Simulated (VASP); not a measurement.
# ZnS: elastic constants with PBEsol

Crystal: ZnS.

```
Zn S
1.0
     3.78158    0.00000    0.00000
    -1.89079    3.27494    0.00000
     0.00000    0.00000    6.20896
Zn S
2 2
Cartesian
  0.0000 2.1833 0.0338
  1.8908 1.0916 3.1383
  0.0000 2.1833 2.3567
  1.8908 1.0916 5.4611
```

```yaml
Program: VASP 6.6.1
Task: elastic constants
Functional: PBEsol
Potentials_or_basis: VASP PAW PBE potentials, release 64 (Zn, S)
Cutoff: 600 eV
k_mesh: 8 × 8 × 4
Occupations: gaussian, width 0.01 eV
Spin: no spin polarisation
Dipole_correction: no
Ions_in_elastic_constants: relaxed
Further_INCAR_settings: ALGO = Normal; EDIFF = 1e-08; IBRION = 6; POTIM = 0.015; NSW = 1; ISIF = 3
```

The voigt bulk modulus is 79 GPa and the highest phonon frequency at Γ, LO-TO splitting left out is 338 cm⁻¹.

Phonon frequencies in cm⁻¹ (negative: imaginary):
```tsv
q point	frequencies
(0.000, 0.000, 0.000)	-1 0 0 69 69 194 277 282 282 288 288 338
```

Elastic tensor in Voigt notation (GPa, in the Cartesian axes of the cell as first typed):
```
127  60  47   0   0   0
 60 127  47   0   0   0
 47  47 151   0   0   0
  0   0   0  28   0   0
  0   0   0   0  28   0
  0   0   0   0   0  33
```

Clamped-ion elastic tensor (GPa):
```
161  46  29   0   0   0
 46 161  29   0   0   0
 29  29 183   0   0   0
  0   0   0  38   0   0
  0   0   0   0  38   0
  0   0   0   0   0  58
```

It took 55 min on 1 thread of Intel(R) Xeon(R) Platinum 8259CL CPU @ 2.50GHz (Skylake/Cascade Lake), with other jobs on the host, peak memory 0.51 GiB.

Caveat: the PAW data sets were made with another functional, which shifts forces and pressure a little.
